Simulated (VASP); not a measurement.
Input of a VASP 6.6.1 run:

File INCAR:

```
SYSTEM = EuFe3
  PREC = Accurate
  ENCUT = 520
  EDIFF = 1E-6
  ISMEAR = 0
  SIGMA = 0.05
  LREAL = .False.
  LASPH = .True.
  NELM = 150
  ALGO = Normal
  ISIF = 2
  LWAVE = .False.
  LCHARG = .False.
  ISPIN = 2
  MAGMOM = 7.11 -2.66 -2.66 -2.66
  LORBIT = 11
  LMAXMIX = 6
  GGA = PE
  NBANDS = 32
```

The input KPOINTS:

```
Automatic mesh
0
Gamma
  8 8 8
  0 0 0
```

The input POSCAR:

```
EuFe3
1.0
    3.8888120673      0.0000000000      0.0000000000
    0.0000000000      3.8888120673      0.0000000000
    0.0000000000      0.0000000000      3.8888120673
Eu Fe
1 3
Direct
    0.0000000000      0.0000000000      0.0000000000
    0.0000000000      0.5000000000      0.5000000000
    0.5000000000      0.5000000000      0.0000000000
    0.5000000000      0.0000000000      0.5000000000
```

Potentials or basis: VASP PAW PBE potentials, release 64 (Eu, Fe).

Command:

```sh
$ cat potpaw_PBE.64/Eu/POTCAR potpaw_PBE.64/Fe/POTCAR > POTCAR
$ mpirun -np 1 vasp_std > vasp.out
```

(1) Predict the site moments.

(2) Estimate the pressure.

Results:

(1) Eu +6.45; Fe -2.37 μB.

(2) 6.0 GPa.

Caveat: the cell stands under pressure.
